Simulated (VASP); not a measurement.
## In3GaAs4: single point with PBE

Crystal: In3GaAs4.

```
In Ga As
1.0
     4.33362    0.00000    0.00000
     0.00000    4.33362    0.00000
     0.00000    0.00000   12.04925
In Ga As
3 1 4
Direct
  0.50000 0.50000 0.24037
  0.50000 0.50000 0.75963
  0.00000 0.00000 0.50000
  0.00000 0.00000 0.00000
  0.50000 0.00000 0.11016
  0.00000 0.50000 0.88984
  0.00000 0.50000 0.37012
  0.50000 0.00000 0.62988
```

```
Program             : VASP 6.6.1
Task                : single point
Functional          : PBE
Potentials or basis : VASP PAW PBE potentials, release 64 (In_d, Ga_d, As)
Cutoff              : 520 eV
k mesh              : 4 × 4 × 2
Occupations         : gaussian, width 0.2 eV
Spin                : no spin polarisation
```

```yaml
Pressure: -0.1 GPa
Largest_force: 0.070 eV/Å
Band_gap_on_the_k_mesh: zero (filled and empty bands touch)
```

Forces on the atoms (eV/Å):
```
In   0.000  0.000  0.032
In   0.000  0.000 -0.032
In   0.000  0.000  0.000
Ga   0.000  0.000  0.000
As   0.000  0.000  0.070
As   0.000  0.000 -0.070
As   0.000  0.000  0.005
As   0.000  0.000 -0.005
```

Stress tensor (GPa, compression positive):
```
-0.17  0.00  0.00
 0.00 -0.17  0.00
 0.00  0.00 -0.05
```

Levels at points of the mesh, in eV from the Fermi level:
| k point | band 34 | band 35 | band 36 | band 37 | band 38 | band 39 |
| --- | --- | --- | --- | --- | --- | --- |
| (0.00, 0.00, 0.00) | -0.57 | -0.08 | -0.07 | -0.07 | 1.46 | 1.46 |
| (0.50, 0.00, 0.00) | -0.92 | -0.91 | -0.89 | 0.51 | 0.83 | 2.08 |
| (0.50, 0.50, 0.00) | -2.20 | -2.20 | -2.11 | 1.60 | 1.60 | 1.85 |
| (0.00, 0.00, 0.50) | -0.65 | -0.48 | -0.48 | 1.15 | 1.30 | 1.71 |
| (0.50, 0.00, 0.50) | -0.98 | -0.91 | -0.91 | 1.17 | 1.74 | 1.78 |
| (0.50, 0.50, 0.50) | -2.45 | -2.45 | -2.41 | 2.48 | 2.48 | 2.57 |

Run time: 3.5 min on 1 thread of Intel Xeon 8259CL, with other jobs on the host, peak memory 0.35 GiB.

Caveat: the k points lie up to 0.36 Å⁻¹ apart; semilocal functionals underestimate gaps, and a narrow one can read as zero; spin-orbit coupling is left out, which moves the levels of the heavy elements.
